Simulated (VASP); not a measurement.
# CuF (P4/mmm) in VASP: a series of runs

The runs below take CuF through single point, relaxation of cell and atoms, with PBE.

All numbers are computed with VASP 6.6.1; they aren't measurements. Logs are shortened: lines on timing, memory, paths and dates and some standing lists are left out, and cuts for length are marked.

### 1 The cell of the first run

Symmetry: P4/mmm, No. 123, tetragonal system. Conventional cell: a = 2.471 Å, b = 2.471 Å, c = 3.417 Å, α = 90.00°, β = 90.00°, γ = 90.00°. Cu (site symmetry 4/mmm) has 8 F at 2.44 Å and 4 Cu at 2.47 Å within 3.2 Å. F (site symmetry 4/mmm) has 8 Cu at 2.44 Å and 4 F at 2.47 Å within 3.2 Å.

### 2 Single point, PBE, collinear spin, ferromagnetic start

Input file INCAR:

```
SYSTEM = CuF
PREC = Accurate
ENCUT = 520
EDIFF = 1E-6
ISMEAR = 0
SIGMA = 0.1
LREAL = .False.
LASPH = .True.
NELM = 150
ALGO = Normal
ISIF = 2
LWAVE = .False.
LCHARG = .False.
ISPIN = 2
MAGMOM = 1 0
LORBIT = 11
LMAXMIX = 4
GGA = PE
NBANDS = 20
```

Input file KPOINTS:

```
regular mesh
0
Gamma
  8 8 6
  0 0 0
```

Input file POSCAR:

```
CuF
1.0
    2.4710065500      0.0000000000      0.0000000000
    0.0000000000      2.4710065500      0.0000000000
    0.0000000000      0.0000000000      3.4165013900
Cu F
1 1
Direct
    0.0000000000      0.0000000000      0.0000000000
    0.5000000000      0.5000000000      0.5000000000
```

Potentials or basis: VASP PAW PBE potentials, release 64 (Cu, F).

The run is started by

```sh
cat potpaw_PBE.64/Cu/POTCAR potpaw_PBE.64/F/POTCAR > POTCAR
mpirun -np 1 vasp_std > vasp.out
```

OUTCAR:

```text
SYSTEM = CuF
   PREC = Accurate
   ENCUT = 520
   EDIFF = 1E-6
   ISMEAR = 0
   LREAL = .False.
   LASPH = .True.
   NELM = 150
   ISIF = 2
   ISPIN = 2
   LORBIT = 11
   GGA = PE

 ion  position               nearest neighbor table
   1  0.000  0.000  0.000-
   2  0.500  0.500  0.500-

  LATTYP: Found a simple tetragonal cell.
 ALAT       =     2.4710065500
 C/A-ratio  =     1.3826355054

  Lattice vectors:

 A1 = (   2.4710065500,   0.0000000000,   0.0000000000)
 A2 = (   0.0000000000,   2.4710065500,   0.0000000000)
 A3 = (   0.0000000000,   0.0000000000,   3.4165013900)

Analysis of symmetry for initial positions (statically):
=====================================================================
 Subroutine PRICEL returns:
 Original cell was already a primitive cell.

 Routine SETGRP: Setting up the symmetry group for a
 simple tetragonal supercell.

 Subroutine GETGRP returns: Found 16 space group operations
 (whereof 16 operations were pure point group operations)
 out of a pool of 16 trial point group operations.

The static configuration has the point symmetry D_4h.

Analysis of symmetry for dynamics (positions and initial velocities):
=====================================================================
 Subroutine PRICEL returns:
 Original cell was already a primitive cell.

 Routine SETGRP: Setting up the symmetry group for a
 simple tetragonal supercell.

 Subroutine GETGRP returns: Found 16 space group operations
 (whereof 16 operations were pure point group operations)
 out of a pool of 16 trial point group operations.

The dynamic configuration has the point symmetry D_4h.

Analysis of structural, dynamic, and magnetic symmetry:
=====================================================================
 Subroutine PRICEL returns:
 Original cell was already a primitive cell.

 Routine SETGRP: Setting up the symmetry group for a
 simple tetragonal supercell.

 Subroutine GETGRP returns: Found 16 space group operations
 (whereof 16 operations were pure point group operations)
 out of a pool of 16 trial point group operations.

The overall configuration has the point symmetry D_4h.

 Subroutine INISYM returns: Found 16 space group operations
 (whereof 16 operations are pure point group operations),
 and found     1 'primitive' translations

----------------------------------------------------------------------------------------

                                     Primitive cell

  volume of cell :      20.8607

  direct lattice vectors                    reciprocal lattice vectors
     2.471006550  0.000000000  0.000000000     0.404693383  0.000000000  0.000000000
     0.000000000  2.471006550  0.000000000     0.000000000  0.404693383  0.000000000
     0.000000000  0.000000000  3.416501390     0.000000000  0.000000000  0.292697086

  length of vectors
     2.471006550  2.471006550  3.416501390     0.404693383  0.404693383  0.292697086

  position of ions in fractional coordinates (direct lattice)
     0.000000000  0.000000000  0.000000000
     0.500000000  0.500000000  0.500000000

  ion indices of the primitive-cell ions
   primitive index   ion index
                 1           1
                 2           2

----------------------------------------------------------------------------------------

 KPOINTS: regular mesh

Automatic generation of k-mesh.
 Grid dimensions read from file:
 generate k-points for:    8    8    6

 Generating k-lattice:

  Cartesian coordinates                     Fractional coordinates (reciprocal lattice)
     0.050586673  0.000000000  0.000000000     0.125000000  0.000000000  0.000000000
     0.000000000  0.050586673  0.000000000     0.000000000  0.125000000  0.000000000
     0.000000000  0.000000000  0.048782848     0.000000000  0.000000000  0.166666667

  Length of vectors
     0.050586673  0.050586673  0.048782848

  Shift w.r.t. Gamma in fractional coordinates (k-lattice)
     0.000000000  0.000000000  0.000000000

 Subroutine IBZKPT returns following result:
 ===========================================

 Found     60 irreducible k-points:

 Following reciprocal coordinates:
            Coordinates               Weight
  0.000000  0.000000  0.000000      1.000000
  0.125000  0.000000  0.000000      4.000000
  0.250000  0.000000  0.000000      4.000000
  0.375000  0.000000  0.000000      4.000000
  0.500000  0.000000  0.000000      2.000000
  0.125000  0.125000  0.000000      4.000000
[... 16 lines left out ...]
  0.375000  0.125000  0.166667     16.000000
  0.500000  0.125000  0.166667      8.000000
 [... further k-points ...]
   k-points           NKPTS =     60   k-points in BZ     NKDIM =     60   number of bands    NBANDS=     20
   number of dos      NEDOS =    301   number of ions     NIONS =      2
   total plane-waves  NPLWV =   9072
   dimension x,y,z NGX =    18 NGY =   18 NGZ =   28
   dimension x,y,z NGXF=    36 NGYF=   36 NGZF=   56
   ions per type =               1   1
   NGX,Y,Z   is equivalent  to a cutoff of  12.11, 12.11, 13.62 a.u.
   NGXF,Y,Z  is equivalent  to a cutoff of  24.22, 24.22, 27.25 a.u.
 SYSTEM =  CuF
   PREC   = accura    normal or accurate (medium, high low for compatibility)
   ISTART =      0    job   : 0-new  1-cont  2-samecut
   ICHARG =      2    charge: 1-file 2-atom 10-const
   ISPIN  =      2    spin polarized calculation?
   LNONCOLLINEAR =      F non collinear calculations
   LSORBIT =      F    spin-orbit coupling
   LASPH  =      T    aspherical Exc in radial PAW
   ENCUT  =  520.0 eV  38.22 Ry    6.18 a.u.   4.59  4.59  6.35*2*pi/ulx,y,z
   NELM   =    150;   NELMIN=  2; NELMDL= -5     # of ELM steps
   EDIFF  = 0.1E-05   stopping-criterion for ELM
   LREAL  =      F    real-space projection
   EDIFFG = 0.1E-04   stopping-criterion for IOM
   NSW    =      0    number of steps for IOM
   IBRION =     -1    ionic relax: 0-MD 1-quasi-New 2-CG
   NFREE  =      0    steps in history (QN), initial steepest desc. (CG)
   ISIF   =      2    stress and relaxation
   ISYM   =      2    0-nonsym 1-usesym 2-fastsym
   POTIM  = 0.5000    time-step for ionic-motion
   TEBEG  =    0.0;   TEEND  =   0.0 temperature during run
   PSTRESS=    0.0 pullay stress
   NELECT =      18.0000    total number of electrons
   NUPDOWN=      -1.0000    fix difference up-down
   EMIN   =  10.00;   EMAX   =-10.00  energy-range for DOS
   EFERMI =   0.00;   METHOD = LEGACY
   ISMEAR =     0;   SIGMA  =   0.10  broadening in eV -4-tet -1-fermi 0-gaus
   EFERMI_NEDOS =   21; number of points for ismear=-14 and -15
   IALGO  =     38    algorithm
   IMIX   =      4    mixing-type and parameters
     AMIX     =   0.40;   BMIX     =  1.00
     AMIX_MAG =   1.60;   BMIX_MAG =  1.00
  volume/ion in A,a.u.               =      10.43        70.39
  Fermi-wavevector in a.u.,A,eV,Ry     =   1.558556  2.945245 33.049887  2.429098
  Thomas-Fermi vector in A             =   2.662044
   LORBIT       =     11    0 simple, 1 ext, 2 COOP (PROOUT), +10 PAW based schemes
   GGA     = PE    functional components
   LHFCALC =     F    Hartree Fock is set to
   AEXX    =    0.0000 exact exchange contribution
   IVDW    =     0    specifies the selected vdW correction
   LEPSILON=     F    determine dielectric tensor
   LRPA    =     F    only Hartree local field effects (RPA)
 spin polarized calculation
 Gauss-broadening in eV      SIGMA  =   0.10
  energy-cutoff  :      520.00
  volume of cell :       20.86
 maximum number of plane-waves:       580
   NGX =  9   NGY =  9   NGZ = 13

 number of electron      17.9999968 magnetization      -0.0005011

 number of electron      17.9999968 magnetization       0.0000770

 Free energy of the ion-electron system (eV)
  ---------------------------------------------------
  ext. energy  EPLUGINS =         0.00000000
  ---------------------------------------------------
  free energy    TOTEN  =        -6.76151413 eV

  energy without entropy =       -6.76046228  energy(sigma->0) =       -6.76098821

 E-fermi :   4.3287     XC(G=0): -11.7844

 val. band max:        4.2217932178   @ k =   0.5000   0.3750   0.0000
 cond. band min:       4.4654933706   @ k =   0.5000   0.5000   0.0000
 fundamental gap:      0.2437001528
 Fermi energy:         4.3286918670

 spin component 1

 k-point     1 :       0.0000    0.0000    0.0000
  band No.  band energies     occupation
      1     -18.8984      1.00000
      2      -0.7110      1.00000
      3       0.7265      1.00000
      4       1.7606      1.00000
      5       1.7875      1.00000
      6       1.7875      1.00000
[... 12 lines left out ...]
     19      35.3576      0.00000
     20      35.4989      0.00000

 k-point     2 :       0.1250    0.0000    0.0000
  band No.  band energies     occupation
      1     -18.8008      1.00000
      2      -0.6861      1.00000
      3       0.4727      1.00000
      4       1.4299      1.00000
      5       1.8043      1.00000
      6       1.9931      1.00000
[... 12 lines left out ...]
     19      36.2125      0.00000
     20      36.8733      0.00000

 k-point     3 :       0.2500    0.0000    0.0000
  band No.  band energies     occupation
      1     -18.5541      1.00000
      2      -0.8274      1.00000
      3      -0.6355      1.00000
      4       1.8335      1.00000
      5       1.8690      1.00000
      6       2.6675      1.00000
[... 12 lines left out ...]
     19      35.9067      0.00000
     20      36.4440      0.00000

 k-point     4 :       0.3750    0.0000    0.0000
  band No.  band energies     occupation
      1     -18.2919      1.00000
      2      -1.9514      1.00000
      3      -0.5998      1.00000
      4       1.8440      1.00000
      5       2.0849      1.00000
      6       3.6832      1.00000
[... 429 lines left out ...]
 k-point    23 :       0.3750    0.1250    0.1667
  band No.  band energies     occupation
      1     -18.1971      1.00000
      2      -1.6478      1.00000
      3      -0.6733      1.00000
      4       1.3893      1.00000
      5       2.3369      1.00000
      6       3.1021      1.00000
[... 12 lines left out ...]
     19      36.7131      0.00000
     20      37.1568      0.00000

 k-point    24 :       0.5000    0.1250    0.1667
  band No.  band energies     occupation
      1     -18.0896      1.00000
      2      -2.0321      1.00000
      3      -0.5849      1.00000
      4       1.4715      1.00000
      5       2.3882      1.00000
      6       3.0294      1.00000
[... 12 lines left out ...]
     19      35.8279      0.00000
     20      38.4978      0.00000

 [... further k-points ...]

 spin component 2

 k-point     1 :       0.0000    0.0000    0.0000
  band No.  band energies     occupation
      1     -18.8984      1.00000
      2      -0.7110      1.00000
      3       0.7265      1.00000
      4       1.7603      1.00000
      5       1.7876      1.00000
      6       1.7876      1.00000
[... 12 lines left out ...]
     19      35.3576      0.00000
     20      35.4989      0.00000

 k-point     2 :       0.1250    0.0000    0.0000
  band No.  band energies     occupation
      1     -18.8008      1.00000
      2      -0.6860      1.00000
      3       0.4727      1.00000
      4       1.4299      1.00000
      5       1.8043      1.00000
      6       1.9928      1.00000
[... 12 lines left out ...]
     19      36.2125      0.00000
     20      36.8733      0.00000

 k-point     3 :       0.2500    0.0000    0.0000
  band No.  band energies     occupation
      1     -18.5541      1.00000
      2      -0.8274      1.00000
      3      -0.6355      1.00000
      4       1.8336      1.00000
      5       1.8690      1.00000
      6       2.6673      1.00000
[... 12 lines left out ...]
     19      35.9068      0.00000
     20      36.4440      0.00000

 k-point     4 :       0.3750    0.0000    0.0000
  band No.  band energies     occupation
      1     -18.2919      1.00000
      2      -1.9513      1.00000
      3      -0.5997      1.00000
      4       1.8441      1.00000
      5       2.0848      1.00000
      6       3.6835      1.00000
[... 429 lines left out ...]
 k-point    23 :       0.3750    0.1250    0.1667
  band No.  band energies     occupation
      1     -18.1971      1.00000
      2      -1.6478      1.00000
      3      -0.6733      1.00000
      4       1.3893      1.00000
      5       2.3367      1.00000
      6       3.1023      1.00000
[... 12 lines left out ...]
     19      36.7131      0.00000
     20      37.1568      0.00000

 k-point    24 :       0.5000    0.1250    0.1667
  band No.  band energies     occupation
      1     -18.0895      1.00000
      2      -2.0321      1.00000
      3      -0.5848      1.00000
      4       1.4715      1.00000
      5       2.3880      1.00000
      6       3.0296      1.00000
[... 12 lines left out ...]
     19      35.8279      0.00000
     20      38.4978      0.00000

 [... further k-points ...]
[... 5 lines left out ...]
  --------------------------------------------------------------------------------------
  -------------------------------------------------------------------------------------
  Total        1.5766579      1.5766579     -1.4456889      0.0000000      0.0000000      0.0000000
  in kB      121.0928933    121.0928933   -111.0340144      0.0000000      0.0000000      0.0000000
  external PRESSURE =      43.7172574 kB  Pullay stress =       0.0000000 kB

 VOLUME and BASIS-vectors are now :
 -----------------------------------------------------------------------------
  energy-cutoff  :      520.00
  volume of cell :       20.86
      direct lattice vectors                 reciprocal lattice vectors
     2.471006550  0.000000000  0.000000000     0.404693383  0.000000000  0.000000000
     0.000000000  2.471006550  0.000000000     0.000000000  0.404693383  0.000000000
     0.000000000  0.000000000  3.416501390     0.000000000  0.000000000  0.292697086

 POSITION                                       TOTAL-FORCE (eV/Angst)
 -----------------------------------------------------------------------------------
      0.00000      0.00000      0.00000         0.000000      0.000000      0.000000
      1.23550      1.23550      1.70825         0.000000      0.000000      0.000000
 -----------------------------------------------------------------------------------
    total drift:                                0.000000     -0.000000     -0.000000

  FREE ENERGIE OF THE ION-ELECTRON SYSTEM (eV)
  ---------------------------------------------------
  free  energy   TOTEN  =        -6.7615141347 eV

  energy  without entropy=       -6.7604622769  energy(sigma->0) =       -6.76098821

 total charge

# of ion       s       p       d       tot
------------------------------------------
    1        0.265   0.180   9.335   9.780
    2        1.755   4.263   0.000   6.017
--------------------------------------------------
tot          2.019   4.443   9.335  15.797

 magnetization (x)

# of ion       s       p       d       tot
------------------------------------------
    1        0.000   0.000  -0.000  -0.000
    2        0.000   0.000   0.000   0.000
--------------------------------------------------
tot          0.000   0.000  -0.000  -0.000
```

Run time: 40 s. Hardware: 1 thread of Intel Xeon Platinum 8488C (Sapphire Rapids), shared host; peak memory 0.16 GiB.

Results:

```yaml
Free_energy: -6.7615 eV
Pressure: 4.4 GPa
Band_gap_on_the_k_mesh: zero (filled and empty bands overlap)
Net_moment: 0.00 μB per cell
Valence_electrons_inside_the_program's_atomic_spheres: Cu 9.78; F 6.02
```

Stress tensor (GPa, compression positive):
```
 12.11   0.00   0.00
  0.00  12.11   0.00
  0.00   0.00 -11.10
```

Caveat: semilocal functionals often make such compounds metallic where correlation or magnetic order opens a gap, which also shifts bond lengths.

(Part 1 of 2 ends here.)
